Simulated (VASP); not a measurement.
Set up this calculation in VASP 6.6.1, as the native input.

| Property | Result |
| --- | --- |
| Task | single point |
| Functional | PBEsol |
| Potentials or basis | VASP PAW PBE potentials, release 64 (Au) |
| Cutoff | 520 eV |
| k mesh | 12 × 12 × 8 |
| Occupations | gaussian, width 0.15 eV |
| Spin | no spin polarisation |
| Dipole correction | no |
| Further INCAR settings | ALGO = Fast; EDIFF = 1e-06; NBANDS = 18 |

The structure of Au lies in POSCAR:

```
Au
1.0
    2.8651901210      0.0000000000      0.0000000000
   -1.4325950605      2.4813274315      0.0000000000
    0.0000000000      0.0000000000      4.7905780137
Au
2
Direct
    0.3333333333      0.6666666667      0.7500000000
    0.6666666667      0.3333333333      0.2500000000
```

This isn't the form of Au at room conditions, which is fcc.

One way to write it, as run:

INCAR

```
PREC = Accurate
ENCUT = 520
EDIFF = 1E-6
ISMEAR = 0
SIGMA = 0.15
LREAL = False
LASPH = True
NELM = 100
ALGO = Fast
ISIF = 2
LWAVE = False
LCHARG = False
GGA = PS
NBANDS = 18
```

KPOINTS

```
regular mesh
0
Gamma
  12 12 8
```

Potentials or basis: VASP PAW PBE potentials, release 64 (Au).

Run with:

```console
$ cat potpaw_PBE.64/Au/POTCAR > POTCAR
$ mpirun -np 1 vasp_std > vasp.out
```

Results of the run:

- Pressure: -0.1 GPa
- Band gap on the k mesh: zero (bands 11 and 12 overlap by 6.92 eV)

Caveat: the PAW data sets were made with another functional, which shifts forces and pressure a little; spin-orbit coupling is left out, which moves the levels of the heavy elements.

It took 80 s on 1 thread of AMD EPYC 7571 (shared host), peak memory 0.15 GiB.
